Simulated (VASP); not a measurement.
A run of VASP 6.6.1:

File POSCAR:

```
Sb
1.0
    3.4095345291      0.0000000000      0.0000000000
   -1.7047672645      2.9527435173      0.0000000000
    0.0000000000      0.0000000000      5.5598513558
Sb
2
Direct
    0.3333333333      0.6666666667      0.2500000000
    0.6666666667      0.3333333333      0.7500000000
```

File INCAR.step1:

```
ALGO     = Normal         # electronic algorithm
EDIFF    = 1E-4           # SCF threshold, eV
ENCUT    = 520            # plane-wave cutoff, eV
GGA      = PE             # functional
ISMEAR   = -1             # smearing method
LASPH    = T              # aspherical terms in the spheres
LCHARG   = F              # write CHGCAR
LREAL    = F              # projectors in reciprocal space
LWAVE    = T              # write WAVECAR
NBANDS   = 12             # bands
NELM     = 60             # most SCF steps
PREC     = Accurate       # precision mode
SIGMA    = 0.05           # smearing width, eV
```

Contents of INCAR.step2:

```
ALGO     = Normal         # electronic algorithm
EDIFF    = 1E-8           # SCF threshold, eV
ENCUT    = 520            # plane-wave cutoff, eV
ISIF     = 2              # what is computed and relaxed
ISMEAR   = -1             # smearing method
ISTART   = 1            
LASPH    = T              # aspherical terms in the spheres
LCHARG   = F              # write CHGCAR
LEFG     = T            
LMIXTAU  = T            
LREAL    = F              # projectors in reciprocal space
LWAVE    = F              # write WAVECAR
METAGGA  = R2SCAN         # meta-GGA
NBANDS   = 12             # bands
NELM     = 60             # most SCF steps
PREC     = Accurate       # precision mode
SIGMA    = 0.05           # smearing width, eV
```

The input KPOINTS:

```
k-points
0
Gamma
  13 13 7
```

Potentials or basis: VASP PAW PBE potentials, release 64 (Sb).

Command:

```sh
$ cat potpaw_PBE.64/Sb/POTCAR > POTCAR
$ cp INCAR.step1 INCAR
$ mpirun -np 1 vasp_std > vasp.out
$ cp INCAR.step2 INCAR
$ mpirun -np 1 vasp_std > vasp.out
```

Hardware: 1 thread of Intel(R) Xeon(R) 6975P-C (Granite Rapids), on a shared host.

Task: Estimate the wall time of this run.

Result: Wall time 2.5 min on 1 thread of Intel(R) Xeon(R) 6975P-C (Granite Rapids), with other jobs on the host, peak memory 0.2 GiB. Counts: k points 84.
